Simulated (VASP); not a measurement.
**TiH5: single point with PBE**

Crystal: TiH5.

```xyz
12
Lattice="2.9626 0.0000 0.0000 -1.4813 2.5657 0.0000 0.0000 0.0000 15.5949" Properties=species:S:1:pos:R:3 pbc="T T T"
Ti    1.4813    0.8552   14.2366
Ti    0.0000    1.7104    1.3583
H     0.0000    1.7104   15.0009
H     0.0000    0.0000   13.3035
H     0.0000    0.0000    2.2914
H     1.4813    0.8552    0.5940
H     0.0000    1.7104    4.7521
H     0.0000    1.7104    5.5014
H     1.4813    0.8552   10.8427
H     1.4813    0.8552   10.0935
H     0.0000    0.0000    7.4232
H     0.0000    0.0000    8.1717
```

```json
{"Program": "VASP 6.6.1", "Task": "single point", "Functional": "PBE", "Potentials or basis": "VASP PAW PBE potentials, release 64 (Ti_sv, H)", "Cutoff": "520 eV", "k mesh": "6 × 6 × 2", "Occupations": "gaussian, width 0.2 eV", "Spin": "no spin polarisation"}
```

```
Pressure               : -0.2 GPa
Largest force          : 0.029 eV/Å
Band gap on the k mesh : zero (bands 17 and 18 overlap by 0.64 eV)
```

Forces in eV/Å, atoms in the order of the input:
```
Ti   0.000  0.000  0.029
Ti   0.000  0.000 -0.029
H    0.000  0.000  0.007
H    0.000  0.000  0.004
H    0.000  0.000 -0.004
H    0.000  0.000 -0.007
H    0.000  0.000  0.007
H    0.000  0.000 -0.010
H    0.000  0.000 -0.007
H    0.000  0.000  0.010
H    0.000  0.000  0.009
H    0.000  0.000 -0.009
```

Stress tensor (GPa, compression positive):
```
-0.26  0.00  0.00
 0.00 -0.26  0.00
 0.00  0.00 -0.02
```

Levels at points of the mesh, in eV from the Fermi level:
```tsv
k point	band 14	band 15	band 16	band 17	band 18	band 19	band 20	band 21
(0.00, 0.00, 0.00)	-4.57	-2.89	-0.63	0.39	0.39	0.39	0.39	1.77
(0.50, 0.00, 0.00)	-4.24	-4.05	-2.17	-0.90	0.79	1.55	1.79	1.83
(0.00, 0.00, 0.50)	-4.59	-2.88	-0.64	0.39	0.39	0.39	0.39	1.77
(0.50, 0.00, 0.50)	-4.24	-4.05	-2.17	-0.90	0.79	1.55	1.79	1.83
```

Wall time 85 s on 1 thread of Intel Xeon 8259CL, with other jobs on the host, peak memory 0.26 GiB.

Caveat: the k points lie up to 0.41 Å⁻¹ apart, too coarse for converged energies and pressures of a metal.
